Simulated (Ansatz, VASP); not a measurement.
## InTe3Mo in VASP and in Ansatz

```
CELL_PARAMETERS angstrom
5.63597 0.00000 0.00000
0.00000 5.63597 0.00000
0.00000 0.00000 5.63597
ATOMIC_POSITIONS crystal
In 0.50000 0.50000 0.50000
Te 0.00000 0.50000 0.50000
Te 0.50000 0.00000 0.50000
Te 0.50000 0.50000 0.00000
Mo 0.00000 0.00000 0.00000
```

Change from the starting cell: species swapped into the CsMgF3 type (Pm-3m, No. 221).

Alike in both runs: functional PBE; k mesh 8 × 8 × 8; occupations gaussian, width 0.1 eV; collinear spin.

Ansatz relaxed the structure, and its values are those at the end. VASP's run is a single point on that final structure, the one shown.

|  | VASP | Ansatz |
| --- | --- | --- |
| version | VASP 6.6.1 | Ansatz 0.2.0 |
| potentials or method | VASP PAW PBE potentials, release 64 (In_d, Te, Mo_sv), cutoff 500 eV | scalar-relativistic, plane waves, PAW |
| valence electrons in the cell | 45 | 75 |

|  | VASP | Ansatz | Ansatz less VASP |
| --- | --- | --- | --- |
| gap on the k mesh at the Fermi level (eV) | none | none | - |
| pressure (GPa) | 0.0 | 0.0 | +0.02 |
| net moment per atom (μB) | 0.70 | 0.70 | 0.000 |
| size of the moment on the site where the two differ most (μB) | 3.76 | 4.30 | +0.538 |

Site moments also hang on the region over which each program counts them. A gap of «none» marks a metal or a gap that the smearing closes. VASP's potentials hold 45 valence electrons a cell and Ansatz's 75, so a difference there can come from the potentials and not from the codes.

Neither program's run includes spin-orbit coupling.
